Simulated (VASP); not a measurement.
# KSi3 (Fm-3m) in VASP: further runs

The runs below take KSi3 through single point, relaxation of cell and atoms, with PBE.

Everything below comes from runs of VASP 6.6.1. Logs are shortened: lines on timing, memory, paths and dates and some standing lists are left out, and cuts for length are marked.

**1. The cell of the first run**

Symmetry: Fm-3m, No. 225, cubic system. Conventional cell: a = 6.911 Å, b = 6.911 Å, c = 6.911 Å, α = 90.00°, β = 90.00°, γ = 90.00°. Within 3.9 Å of K (site symmetry m-3m) lie 14 Si at 2.99 to 3.46 Å. Within 3.9 Å of Si (site symmetry -43m) lie 4 K at 2.99 Å and 10 Si at 2.99 to 3.46 Å. Within 3.9 Å of Si (site symmetry m-3m) lie 8 Si at 2.99 Å and 6 K at 3.46 Å.

**2. Single point, PBE**

Contents of INCAR:

```
SYSTEM = KSi3
ALGO = Normal
EDIFF = 1E-7
ENCUT = 520
GGA = PE
ISIF = 2
ISMEAR = 0
LASPH = .TRUE.
LCHARG = .TRUE.
LELF = .TRUE.
LREAL = .FALSE.
LVHAR = .TRUE.
LWAVE = .FALSE.
NBANDS = 18
NELM = 60
PREC = Accurate
SIGMA = 0.1
```

Contents of KPOINTS:

```
k-points
0
G
  4 4 4
  0 0 0
```

Contents of POSCAR:

```
KSi3
1.0
    0.0000000000      3.4557440300      3.4557440300
    3.4557440300      0.0000000000      3.4557440300
    3.4557440300      3.4557440300      0.0000000000
K Si
1 3
Direct
    0.0000000000      0.0000000000      0.0000000000
    0.2500000000      0.2500000000      0.2500000000
    0.7500000000      0.7500000000      0.7500000000
    0.5000000000      0.5000000000      0.5000000000
```

Potentials or basis: VASP PAW PBE potentials, release 64 (K_sv, Si).

The run is started by

```
$ cat potpaw_PBE.64/K_sv/POTCAR potpaw_PBE.64/Si/POTCAR > POTCAR
$ mpirun -np 1 vasp_std > vasp.out
```

OUTCAR:

```text
SYSTEM = KSi3
   EDIFF = 1E-7
   ENCUT = 520
   GGA = PE
   ISIF = 2
   ISMEAR = 0
   LASPH = .TRUE.
   LREAL = .FALSE.
   NELM = 60
   PREC = Accurate

 ion  position               nearest neighbor table
   1  0.000  0.000  0.000-   3 2.99   3 2.99   3 2.99   2 2.99   3 2.99   2 2.99   2 2.99   2 2.99
                             4 3.46   4 3.46   4 3.46   4 3.46   4 3.46   4 3.46
   2  0.250  0.250  0.250-   1 2.99   1 2.99   1 2.99   1 2.99   4 2.99   4 2.99   4 2.99   4 2.99

   3  0.750  0.750  0.750-   4 2.99   4 2.99   4 2.99   1 2.99   4 2.99   1 2.99   1 2.99   1 2.99

   4  0.500  0.500  0.500-   2 2.99   2 2.99   2 2.99   2 2.99   3 2.99   3 2.99   3 2.99   3 2.99
                             1 3.46   1 3.46   1 3.46   1 3.46   1 3.46   1 3.46

  LATTYP: Found a face centered cubic cell.
 ALAT       =     6.9114880600

  Lattice vectors:

 A1 = (   0.0000000000,   3.4557440300,   3.4557440300)
 A2 = (   3.4557440300,   0.0000000000,   3.4557440300)
 A3 = (   3.4557440300,   3.4557440300,   0.0000000000)

Analysis of symmetry for initial positions (statically):
=====================================================================
 Subroutine PRICEL returns:
 Original cell was already a primitive cell.

 Routine SETGRP: Setting up the symmetry group for a
 face centered cubic supercell.

 Subroutine GETGRP returns: Found 48 space group operations
 (whereof 48 operations were pure point group operations)
 out of a pool of 48 trial point group operations.

The static configuration has the point symmetry O_h .

Analysis of symmetry for dynamics (positions and initial velocities):
=====================================================================
 Subroutine PRICEL returns:
 Original cell was already a primitive cell.

 Routine SETGRP: Setting up the symmetry group for a
 face centered cubic supercell.

 Subroutine GETGRP returns: Found 48 space group operations
 (whereof 48 operations were pure point group operations)
 out of a pool of 48 trial point group operations.

The dynamic configuration has the point symmetry O_h .

 Subroutine INISYM returns: Found 48 space group operations
 (whereof 48 operations are pure point group operations),
 and found     1 'primitive' translations

----------------------------------------------------------------------------------------

                                     Primitive cell

  volume of cell :      82.5381

[... 74 lines left out ...]
   NELM   =     60;   NELMIN=  2; NELMDL= -5     # of ELM steps
   EDIFF  = 0.1E-06   stopping-criterion for ELM
   LREAL  =      F    real-space projection
   EDIFFG = 0.1E-05   stopping-criterion for IOM
   NSW    =      0    number of steps for IOM
   IBRION =     -1    ionic relax: 0-MD 1-quasi-New 2-CG
   NFREE  =      0    steps in history (QN), initial steepest desc. (CG)
   ISIF   =      2    stress and relaxation
   ISYM   =      2    0-nonsym 1-usesym 2-fastsym
   POTIM  = 0.5000    time-step for ionic-motion
   TEBEG  =    0.0;   TEEND  =   0.0 temperature during run
   PSTRESS=    0.0 pullay stress
   NELECT =      21.0000    total number of electrons
   NUPDOWN=      -1.0000    fix difference up-down
   EMIN   =  10.00;   EMAX   =-10.00  energy-range for DOS
   EFERMI =   0.00;   METHOD = LEGACY
   ISMEAR =     0;   SIGMA  =   0.10  broadening in eV -4-tet -1-fermi 0-gaus
   EFERMI_NEDOS =   21; number of points for ismear=-14 and -15
   IALGO  =     38    algorithm
   IMIX   =      4    mixing-type and parameters
     AMIX     =   0.40;   BMIX     =  1.00
     AMIX_MAG =   1.60;   BMIX_MAG =  1.00
  volume/ion in A,a.u.               =      20.63       139.25
  Fermi-wavevector in a.u.,A,eV,Ry     =   1.037360  1.960327 14.641457  1.076117
  Thomas-Fermi vector in A             =   2.171795
   LORBIT       =      0    0 simple, 1 ext, 2 COOP (PROOUT), +10 PAW based schemes
   GGA     = PE    functional components
   LHFCALC =     F    Hartree Fock is set to
   AEXX    =    0.0000 exact exchange contribution
   IVDW    =     0    specifies the selected vdW correction
   LEPSILON=     F    determine dielectric tensor
   LRPA    =     F    only Hartree local field effects (RPA)
 non-spin polarized calculation
 Gauss-broadening in eV      SIGMA  =   0.10
  energy-cutoff  :      520.00
  volume of cell :       82.54
 maximum number of plane-waves:      2252
   NGX = 19   NGY = 19   NGZ = 19

 number of electron      21.0000001 magnetization

 Free energy of the ion-electron system (eV)
  ---------------------------------------------------
  ext. energy  EPLUGINS =         0.00000000
  ---------------------------------------------------
  free energy    TOTEN  =       -13.96157847 eV

  energy without entropy =      -13.94137561  energy(sigma->0) =      -13.95147704

 E-fermi :   5.0167     XC(G=0):  -9.7936

 val. band max:        5.0078873086   @ k =   0.2500   0.2500   0.0000
 cond. band min:       5.6750126489   @ k =   0.2500   0.2500   0.0000
 fundamental gap:      0.6671253403
 Fermi energy:         5.0166588688

 k-point     1 :       0.0000    0.0000    0.0000
  band No.  band energies     occupation
      1     -24.9002      2.00000
      2      -8.5618      2.00000
      3      -8.5618      2.00000
      4      -8.5618      2.00000
      5      -5.1727      2.00000
      6       0.4956      2.00000
[... 145 lines left out ...]
      5      -2.3254      2.00000
      6      -1.8874      2.00000
[... 10 lines left out ...]
     17      11.1170      0.00000
     18      12.9602      0.00000

------------------------ aborting loop because EDIFF is reached ----------------------------------------

  FORCE on cell =-STRESS in cart. coord.  units (eV):
  Direction    XX          YY          ZZ          XY          YZ          ZX
  --------------------------------------------------------------------------------------
  -------------------------------------------------------------------------------------
  Total       -0.2840796     -0.2840796     -0.2840796      0.0000000      0.0000000     -0.0000000
  in kB       -5.5143706     -5.5143706     -5.5143706      0.0000000      0.0000000     -0.0000000
  external PRESSURE =      -5.5143706 kB  Pullay stress =       0.0000000 kB

 VOLUME and BASIS-vectors are now :
 -----------------------------------------------------------------------------
  energy-cutoff  :      520.00
  volume of cell :       82.54
      direct lattice vectors                 reciprocal lattice vectors
     0.000000000  3.455744030  3.455744030    -0.144686642  0.144686642  0.144686642
     3.455744030  0.000000000  3.455744030     0.144686642 -0.144686642  0.144686642
     3.455744030  3.455744030  0.000000000     0.144686642  0.144686642 -0.144686642

 POSITION                                       TOTAL-FORCE (eV/Angst)
 -----------------------------------------------------------------------------------
      0.00000      0.00000      0.00000        -0.000000     -0.000000     -0.000000
      1.72787      1.72787      1.72787        -0.000000     -0.000000     -0.000000
      5.18362      5.18362      5.18362         0.000000      0.000000      0.000000
      3.45574      3.45574      3.45574        -0.000000      0.000000     -0.000000
 -----------------------------------------------------------------------------------
    total drift:                               -0.000000      0.000000      0.000000

  FREE ENERGIE OF THE ION-ELECTRON SYSTEM (eV)
  ---------------------------------------------------
  free  energy   TOTEN  =       -13.9615784713 eV

  energy  without entropy=      -13.9413756090  energy(sigma->0) =      -13.95147704
```

Wall time 9.2 s (1 thread of AMD EPYC 9R45 (Zen 5), shared host); peak memory 0.17 GiB.

Results:

- Free energy: -13.9616 eV
- Pressure: -0.6 GPa

Caveat: the k points lie up to 0.39 Å⁻¹ apart.

**3. Single point, PBE**

This run uses another cell than the first one, of 20.22 Å³/atom, 0.980 times its volume.

Contents of INCAR:

```
SYSTEM = KSi3
PREC = Accurate
ENCUT = 520
EDIFF = 1E-6
ISMEAR = 0
SIGMA = 0.1
LREAL = .FALSE.
LASPH = .TRUE.
NELM = 100
ALGO = Normal
ISIF = 2
LWAVE = .FALSE.
LCHARG = .FALSE.
GGA = PE
NBANDS = 18
```

Contents of KPOINTS:

```
Automatic mesh
0
G
  12 12 12
  0 0 0
```

Contents of POSCAR:

```
KSi3
1.0
    0.0000000000      3.4321978062      3.4321978062
    3.4321978062      0.0000000000      3.4321978062
    3.4321978062      3.4321978062      0.0000000000
K Si
1 3
Direct
    0.0000000000      0.0000000000      0.0000000000
    0.2500000000      0.2500000000      0.2500000000
    0.7500000000      0.7500000000      0.7500000000
    0.5000000000      0.5000000000      0.5000000000
```

Potentials or basis: VASP PAW PBE potentials, release 64 (K_sv, Si).

The run is started by

```
$ cat potpaw_PBE.64/K_sv/POTCAR potpaw_PBE.64/Si/POTCAR > POTCAR
$ mpirun -np 1 vasp_std > vasp.out
```

OUTCAR:

```text
SYSTEM = KSi3
   PREC = Accurate
   ENCUT = 520
   EDIFF = 1E-6
   ISMEAR = 0
   LREAL = .FALSE.
   LASPH = .TRUE.
   NELM = 100
   ISIF = 2
   GGA = PE

 ion  position               nearest neighbor table
   1  0.000  0.000  0.000-   2 2.97   3 2.97   3 2.97   3 2.97   3 2.97   2 2.97   2 2.97   2 2.97
                             4 3.43   4 3.43   4 3.43   4 3.43   4 3.43   4 3.43
   2  0.250  0.250  0.250-   1 2.97   4 2.97   1 2.97   1 2.97   1 2.97   4 2.97   4 2.97   4 2.97

   3  0.750  0.750  0.750-   1 2.97   4 2.97   4 2.97   4 2.97   4 2.97   1 2.97   1 2.97   1 2.97

   4  0.500  0.500  0.500-   2 2.97   3 2.97   2 2.97   2 2.97   2 2.97   3 2.97   3 2.97   3 2.97
                             1 3.43   1 3.43   1 3.43   1 3.43   1 3.43   1 3.43

  LATTYP: Found a face centered cubic cell.
 ALAT       =     6.8643956124

  Lattice vectors:

 A1 = (   0.0000000000,   3.4321978062,   3.4321978062)
 A2 = (   3.4321978062,   0.0000000000,   3.4321978062)
 A3 = (   3.4321978062,   3.4321978062,   0.0000000000)

Analysis of symmetry for initial positions (statically):
=====================================================================
 Subroutine PRICEL returns:
 Original cell was already a primitive cell.

 Routine SETGRP: Setting up the symmetry group for a
 face centered cubic supercell.

 Subroutine GETGRP returns: Found 48 space group operations
 (whereof 48 operations were pure point group operations)
 out of a pool of 48 trial point group operations.

The static configuration has the point symmetry O_h .

Analysis of symmetry for dynamics (positions and initial velocities):
=====================================================================
 Subroutine PRICEL returns:
 Original cell was already a primitive cell.

 Routine SETGRP: Setting up the symmetry group for a
 face centered cubic supercell.

 Subroutine GETGRP returns: Found 48 space group operations
 (whereof 48 operations were pure point group operations)
 out of a pool of 48 trial point group operations.

The dynamic configuration has the point symmetry O_h .
[... 119 lines left out ...]
   EFERMI_NEDOS =   21; number of points for ismear=-14 and -15
   IALGO  =     38    algorithm
   IMIX   =      4    mixing-type and parameters
     AMIX     =   0.40;   BMIX     =  1.00
     AMIX_MAG =   1.60;   BMIX_MAG =  1.00
  volume/ion in A,a.u.               =      20.22       136.42
  Fermi-wavevector in a.u.,A,eV,Ry     =   1.044477  1.973776 14.843039  1.090933
  Thomas-Fermi vector in A             =   2.179232
   LORBIT       =      0    0 simple, 1 ext, 2 COOP (PROOUT), +10 PAW based schemes
   GGA     = PE    functional components
   LHFCALC =     F    Hartree Fock is set to
   AEXX    =    0.0000 exact exchange contribution
   IVDW    =     0    specifies the selected vdW correction
   LEPSILON=     F    determine dielectric tensor
   LRPA    =     F    only Hartree local field effects (RPA)
 non-spin polarized calculation
 Gauss-broadening in eV      SIGMA  =   0.10
  energy-cutoff  :      520.00
  volume of cell :       80.86
 maximum number of plane-waves:      2200
   NGX = 17   NGY = 17   NGZ = 17

 number of electron      21.0000001 magnetization

 Free energy of the ion-electron system (eV)
  ---------------------------------------------------
  ext. energy  EPLUGINS =         0.00000000
  ---------------------------------------------------
  free energy    TOTEN  =       -13.98720096 eV

  energy without entropy =      -13.98294003  energy(sigma->0) =      -13.98507049

 E-fermi :   5.5193     XC(G=0):  -9.8792

 val. band max:        5.4771631667   @ k =   0.3333   0.2500   0.0833
 cond. band min:       5.5268995318   @ k =  -0.1667   0.0833   0.0000
 fundamental gap:      0.0497363651
 Fermi energy:         5.5193139360

 k-point     1 :       0.0000    0.0000    0.0000
  band No.  band energies     occupation
      1     -24.7007      2.00000
      2      -8.3730      2.00000
      3      -8.3730      2.00000
      4      -8.3730      2.00000
      5      -5.1095      2.00000
      6       0.7183      2.00000
[... 481 lines left out ...]
      5      -2.9467      2.00000
      6      -2.2383      2.00000
[... 10 lines left out ...]
     17      12.1609      0.00000
     18      12.2532      0.00000

 [... further k-points ...]
[... 5 lines left out ...]
  --------------------------------------------------------------------------------------
  -------------------------------------------------------------------------------------
  Total        0.0779934      0.0779934      0.0779934     -0.0000000     -0.0000000      0.0000000
  in kB        1.5453306      1.5453306      1.5453306     -0.0000000     -0.0000000      0.0000000
  external PRESSURE =       1.5453306 kB  Pullay stress =       0.0000000 kB

 VOLUME and BASIS-vectors are now :
 -----------------------------------------------------------------------------
  energy-cutoff  :      520.00
  volume of cell :       80.86
      direct lattice vectors                 reciprocal lattice vectors
     0.000000000  3.432197806  3.432197806    -0.145679249  0.145679249  0.145679249
     3.432197806  0.000000000  3.432197806     0.145679249 -0.145679249  0.145679249
     3.432197806  3.432197806  0.000000000     0.145679249  0.145679249 -0.145679249

 POSITION                                       TOTAL-FORCE (eV/Angst)
 -----------------------------------------------------------------------------------
      0.00000      0.00000      0.00000        -0.000000      0.000000      0.000000
      1.71610      1.71610      1.71610         0.000000      0.000000     -0.000000
      5.14830      5.14830      5.14830         0.000000     -0.000000     -0.000000
      3.43220      3.43220      3.43220        -0.000000      0.000000      0.000000
 -----------------------------------------------------------------------------------
    total drift:                               -0.000000      0.000000      0.000000

  FREE ENERGIE OF THE ION-ELECTRON SYSTEM (eV)
  ---------------------------------------------------
  free  energy   TOTEN  =       -13.9872009556 eV

  energy  without entropy=      -13.9829400284  energy(sigma->0) =      -13.98507049
```

OSZICAR:

```text
N       E                     dE             d eps       ncg     rms          rms(c)
DAV:   1     0.783350911326E+02    0.78335E+02   -0.86741E+03  2592   0.999E+02
DAV:   2    -0.973976549092E+01   -0.88075E+02   -0.85010E+02  3422   0.218E+02
DAV:   3    -0.138777937606E+02   -0.41380E+01   -0.40936E+01  3456   0.365E+01
DAV:   4    -0.140586843022E+02   -0.18089E+00   -0.18071E+00  3774   0.692E+00
DAV:   5    -0.140621682642E+02   -0.34840E-02   -0.34835E-02  3316   0.977E-01    0.897E+00
DAV:   6    -0.140115889920E+02    0.50579E-01   -0.31590E-02  3354   0.138E+00    0.578E+00
DAV:   7    -0.139877508748E+02    0.23838E-01   -0.71890E-02  3866   0.170E+00    0.437E-01
DAV:   8    -0.139871836781E+02    0.56720E-03   -0.95560E-03  3356   0.849E-01    0.121E-01
DAV:   9    -0.139872057663E+02   -0.22088E-04   -0.49300E-04  3310   0.139E-01    0.483E-02
DAV:  10    -0.139872002183E+02    0.55480E-05   -0.32871E-05  3360   0.470E-02    0.151E-02
DAV:  11    -0.139872014105E+02   -0.11922E-05   -0.45584E-06  3264   0.216E-02    0.446E-03
DAV:  12    -0.139872009556E+02    0.45487E-06   -0.22879E-07  1614   0.377E-03
   1 F= -.13987201E+02 E0= -.13985070E+02  d E =-.426093E-02
```

stdout:

```text
POSCAR found type information on POSCAR K Si
 POSCAR found :  2 types and       4 ions
 scaLAPACK will be used
 LDA part: xc-table for (Slater+PW92), standard interpolation
 POSCAR, INCAR and KPOINTS ok, starting setup
 FFT: planning ... GRIDC
 FFT: planning ... GRID_SOFT
 FFT: planning ... GRID
 WAVECAR not read
 entering main loop
```

It took 44 s on 1 thread of AMD EPYC 9R45 (Zen 5), shared host; peak memory 0.23 GiB.

What came out:

```
Free energy : -13.9872 eV
Pressure    : 0.2 GPa
```

Levels at points of the mesh, in eV from the Fermi level:
| k point | band 7 | band 8 | band 9 | band 10 | band 11 | band 12 | band 13 | band 14 |
| --- | --- | --- | --- | --- | --- | --- | --- | --- |
| (0.00, 0.00, 0.00) | -2.87 | -2.15 | -2.15 | -2.15 | -1.18 | -1.18 | -1.18 | 2.62 |
| (0.50, 0.00, 0.00) | -4.75 | -2.85 | -2.85 | -0.61 | -0.45 | -0.45 | 2.57 | 2.57 |
| (0.50, 0.50, 0.00) | -6.65 | -3.41 | -3.41 | -0.91 | 1.93 | 1.93 | 2.91 | 3.61 |

**4. Relaxation of cell and atoms, PBE**

Contents of INCAR:

```
PREC = Accurate ; ENCUT = 600
EDIFF = 1E-6 ; ISMEAR = 0
SIGMA = 0.1 ; LREAL = F
LASPH = T ; NELM = 80
ALGO = Normal ; ISIF = 3
LWAVE = F ; LCHARG = F
GGA = PE ; IBRION = 2
NSW = 100 ; EDIFFG = -0.01
```

Contents of KPOINTS:

```
regular mesh
0
Gamma
  12 12 12
```

Contents of POSCAR:

```
KSi3
1.0
    0.0000000000      3.4557440300      3.4557440300
    3.4557440300      0.0000000000      3.4557440300
    3.4557440300      3.4557440300      0.0000000000
K Si
1 3
Direct
    0.0000000000      0.0000000000      0.0000000000
    0.2500000000      0.2500000000      0.2500000000
    0.7500000000      0.7500000000      0.7500000000
    0.5000000000      0.5000000000      0.5000000000
```

The run is started by

```
$ cat potpaw_PBE.64/K_sv/POTCAR potpaw_PBE.64/Si/POTCAR > POTCAR
$ mpirun -np 1 vasp_std > vasp.out
```

Wall time 1.8 min (1 thread of AMD EPYC 9R45 (Zen 5), shared host); peak memory 0.28 GiB.

The run converged. Its results:

```
Free energy                            : -13.9874 eV
Relaxed volume                         : 20.29 Å³/atom
Relaxed cell                           : a = 4.860 Å, b = 4.860 Å, c = 4.860 Å, α = 60.00°, β = 60.00°, γ = 60.00°
Space group after relaxing (to 0.05 Å) : Fm-3m (No. 225)
Energy gained by relaxing              : 0.7 meV/atom
Ionic steps                            : 3
Pressure after relaxing                : 0.0 GPa
```

The path:
```csv
step,energy change (eV),largest force (eV/Å),pressure (GPa),volume (Å³)
1,0.0000,0.0000,-0.70,82.54
2,-0.0028,0.0000,-0.15,81.46
3,-0.0030,0.0000,0.01,81.18
```

Final structure:
```xyz
4
Lattice="0.0000 3.4366 3.4366 3.4366 0.0000 3.4366 3.4366 3.4366 0.0000" Properties=species:S:1:pos:R:3 pbc="T T T"
K     0.0000    0.0000    0.0000
Si    1.7183    1.7183    1.7183
Si    5.1549    5.1549    5.1549
Si    3.4366    3.4366    3.4366
```

Levels at points of the mesh, in eV from the Fermi level:
```csv
k point,band 7,band 8,band 9,band 10,band 11,band 12,band 13,band 14
"(0.00, 0.00, 0.00)",-2.89,-2.14,-2.14,-2.14,-1.17,-1.17,-1.17,2.63
"(0.50, 0.00, 0.00)",-4.76,-2.84,-2.84,-0.62,-0.45,-0.45,2.57,2.57
"(0.50, 0.50, 0.00)",-6.65,-3.40,-3.40,-0.91,1.93,1.93,2.89,3.59
```

**5. The runs side by side**

```tsv
task	cell	k mesh	cutoff (eV)	gap on the mesh (eV)	pressure (GPa)
single point	a = 4.887 Å, angles 60.0°, 4 atoms	4 × 4 × 4	520	none	-0.6
single point	a = 4.854 Å, angles 60.0°, 4 atoms	12 × 12 × 12	520	none	0.2
relaxation of cell and atoms	relaxed from a = 4.887 Å, angles 60.0°, 4 atoms	12 × 12 × 12	600	none	0.0
```

Alike in all rows: level PBE; potentials or basis VASP PAW PBE potentials, release 64 (K_sv, Si); no spin polarisation; smearing gaussian 0.1 eV.

Caveats: some runs use coarse meshes.

Absolute energies hang on the potentials; compare differences alone.
